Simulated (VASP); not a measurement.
Here is a VASP 6.6.1 calculation.

Contents of INCAR:

```
PREC = Accurate
ENCUT = 520
EDIFF = 1E-8
ISMEAR = -1
SIGMA = 0.08
LREAL = F
LASPH = T
NELM = 60
ALGO = Normal
ISIF = 2
LWAVE = F
LCHARG = F
GGA = CA
LEFG = T
NBANDS = 13
```

File KPOINTS:

```
regular mesh
0
Gamma
  14 14 14
```

The input POSCAR:

```
O
1.0
    0.0000000000      1.8772008259      3.8726695203
    1.4916936829      0.0000000000      3.8726695203
    1.4916936829      1.8772008259      0.0000000000
O
2
Direct
    0.4210980000      0.4210980000      0.5789020000
    0.5789020000      0.5789020000      0.4210980000
```

Potentials or basis: VASP PAW LDA potentials, release 64 (O).

Command:

```bash
$ cat potpaw_LDA.64/O/POTCAR > POTCAR
$ mpirun -np 1 vasp_std > vasp.out
```

(1) Predict the band gap on the k mesh.

(2) Estimate the pressure.

(3) Estimate the largest force.

Results:

(1) zero (bands 6 and 7 overlap by 2.12 eV).

(2) -5.9 GPa.

(3) 0.294 eV/Å.

Caveat: the standard files for N, O and F lose accuracy on very short bonds; spin is off for a triplet molecule; the cell stands under tension; without QUAD_EFG the Cq values of the log hold for a quadrupole moment of 1 mb, not for the nuclei.
